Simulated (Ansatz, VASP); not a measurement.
One calculation of GaSb, two programs

Contents of INCAR:

```
SYSTEM = GaSb
PREC = Accurate ; ENCUT = 520
EDIFF = 1E-6 ; ISMEAR = -1
SIGMA = 0.02 ; LREAL = .False.
LASPH = .True. ; NELM = 100
ALGO = Normal ; ISIF = 2
LWAVE = .False. ; LCHARG = .False.
GGA = PE ; NBANDS = 26
```

Contents of KPOINTS:

```
Automatic mesh
0
Gamma
  12 12 4
  0 0 0
```

Contents of POSCAR:

```
GaSb
1.0
    3.9814330291      0.0000000000      0.0000000000
   -1.9907165145      3.4480221467      0.0000000000
    0.0000000000      0.0000000000      6.9476506707
Ga Sb
2 2
Direct
    0.0000000000      0.0000000000      0.0000000000
    0.0000000000      0.0000000000      0.5000000000
    0.3333333333      0.6666666667      0.2500000000
    0.6666666667      0.3333333333      0.7500000000
```

Input for Ansatz:

```yaml
crystal:
  lattice:
    - [3.9814330291, 0.0, 0.0]
    - [-1.9907165145, 3.4480221467, 0.0]
    - [0.0, 0.0, 6.9476506707]
  atoms:
    - { symbol: Ga, position: [0.0, 0.0, 0.0] }
    - { symbol: Ga, position: [0.0, 0.0, 0.5] }
    - { symbol: Sb, position: [0.3333333333, 0.6666666667, 0.25] }
    - { symbol: Sb, position: [0.6666666667, 0.3333333333, 0.75] }
kpoints:
  mp_grid: { grid: [12, 12, 4] }
  band_path:
    path:
      - [[0.0, 0.0, 0.0], [0.5, 3.18617026341e-17, 0.0], [0.3333333333333, 0.3333333333333, 0.0], [0.0, 0.0, 0.0], [0.0, 0.0, 0.5], [0.5, 3.18617026341e-17, 0.5], [0.3333333333333, 0.3333333333333, 0.5], [0.0, 0.0, 0.5]]
      - [[0.5, 3.18617026341e-17, 0.5], [0.5, 3.18617026341e-17, 0.0]]
      - [[0.3333333333333, 0.3333333333333, 0.5], [0.3333333333333, 0.3333333333333, 0.0]]
    npoints: 10
hamiltonian:
  xc: pbe
scf:
  occupations: { method: fermi_dirac, width: 0.02 }
  n_extra_bands: 5
output:
  forces: true
  stress: true
  eigenvalues: true
```

Alike in both runs: task single point; functional PBE; k mesh 12 × 12 × 4; occupations fermi-dirac, width 0.02 eV; no spin polarisation.

|  | VASP | Ansatz |
| --- | --- | --- |
| version | VASP 6.6.1 | Ansatz 0.2.0 |
| potentials or method | VASP PAW PBE potentials, release 64 (Ga_d, Sb) | plane waves, PAW |
| plane-wave cutoff (eV) | 520 | 420 |
| valence electrons in the cell | 36 | 56 |

```tsv
	VASP	Ansatz	Ansatz less VASP
pressure (GPa)	1.8	1.8	-0.03
traceless stress, the component that is largest in VASP (GPa)	0.28	0.28	-0.004
```

The functional is the same, so the differences come from potentials, cutoffs and numerics. VASP's potentials hold 36 valence electrons a cell and Ansatz's 56, so a difference there can come from the potentials and not from the codes.

Neither program's run includes spin-orbit coupling.
